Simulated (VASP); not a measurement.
A run of VASP 6.6.1:

The input INCAR:

```
PREC     = Accurate       # precision mode
ENCUT    = 520            # plane-wave cutoff, eV
EDIFF    = 1E-7           # SCF threshold, eV
ISMEAR   = -1             # smearing method
SIGMA    = 0.1            # smearing width, eV
LREAL    = F              # projectors in reciprocal space
LASPH    = T              # aspherical terms in the spheres
NELM     = 60             # most SCF steps
ALGO     = Normal         # electronic algorithm
ISIF     = 2              # what is computed and relaxed
LWAVE    = F              # write WAVECAR
LCHARG   = F              # write CHGCAR
GGA      = RE             # functional
NBANDS   = 18             # bands
```

File KPOINTS:

```
regular mesh
0
Gamma
  8 8 11
```

File POSCAR:

```
Na
1.0
    6.1401258338      0.0000000000      0.0000000000
   -3.0700629169      5.3175049545      0.0000000000
    0.0000000000      0.0000000000      3.6414294959
Na
3
Direct
    1.0000000000      1.0000000000      0.0000000000
    0.3333333333      0.6666666667      0.5000000000
    0.6666666667      0.3333333333      0.5000000000
```

Potentials or basis: VASP PAW PBE potentials, release 64 (Na_pv).

Launch:

```console
$ cat potpaw_PBE.64/Na_pv/POTCAR > POTCAR
$ mpirun -np 1 vasp_std > vasp.out
```

Hardware: 1 thread of AMD EPYC 9R45 96-Core Processor (Zen 5), on a shared host.

Problem. How long does it take, and how much memory?

Solution. Wall time 50 s on 1 thread of AMD EPYC 9R45 96-Core Processor (Zen 5) (shared host), peak memory 0.24 GiB. Counts: scf iterations 12, k points 60.
